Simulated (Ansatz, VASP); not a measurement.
# Mg: VASP beside Ansatz

File INCAR:

```
SYSTEM = Mg
ALGO = Normal
EDIFF = 1E-6
ENCUT = 520
ISIF = 2
ISMEAR = -1
LASPH = .True.
LCHARG = .True.
LELF = .True.
LREAL = .False.
LVHAR = .True.
LWAVE = .False.
NBANDS = 7
NELM = 100
PREC = Accurate
SIGMA = 0.03
```

The input KPOINTS:

```
k-points
0
Gamma
  16 16 16
  0 0 0
```

Contents of POSCAR:

```
Mg
1.0
    0.0000000000      2.1984420020      2.1984420020
    2.1984420020      0.0000000000      2.1984420020
    2.1984420020      2.1984420020      0.0000000000
Mg
1
Direct
    0.0000000000      0.0000000000      0.0000000000
```

Input for Ansatz:

```yaml
crystal:
  lattice:
    - [0.0, 2.198442002, 2.198442002]
    - [2.198442002, 0.0, 2.198442002]
    - [2.198442002, 2.198442002, 0.0]
  atoms:
    - { symbol: Mg, position: [0.0, 0.0, 0.0] }
kpoints:
  mp_grid: { grid: [16, 16, 16] }
  band_path:
    path:
      - [0.0, 0.0, 0.0]
      - [0.5, 0.0, 0.5]
      - [0.625, 0.25, 0.625]
      - [0.375, 0.375, 0.75]
      - [0.0, 0.0, 0.0]
      - [0.5, 0.5, 0.5]
      - [0.5, 0.25, 0.75]
      - [0.5, 0.0, 0.5]
    npoints: 5
scf:
  occupations: { method: fermi_dirac, width: 0.03 }
hamiltonian:
  xc: lda
  pseudopotentials: { kind: all_electron, lapw: { basis_error: 0.001 } }
output:
  forces: true
  stress: true
  eigenvalues: true
```

Change from the starting cell: volume scaled by 0.94.

Alike in both runs: task single point; functional LDA; k mesh 16 × 16 × 16; occupations fermi-dirac, width 0.03 eV; no spin polarisation.

|  | VASP | Ansatz |
| --- | --- | --- |
| version | VASP 6.6.1 | Ansatz 0.2.0 |
| potentials or method | VASP PAW LDA potentials, release 64 (Mg), cutoff 520 eV | all-electron LAPW, scalar-relativistic |

Ansatz gave:

| Item | Value |
| --- | --- |
| pressure (GPa) | 1.0 |

Q: Estimate VASP's values.

A: Pressure (GPa): 0.7.

LDA's correlation is that of Perdew and Zunger in VASP and of Perdew and Wang (1992) in Ansatz. Ansatz ran all-electron here, and VASP with PAW potentials.
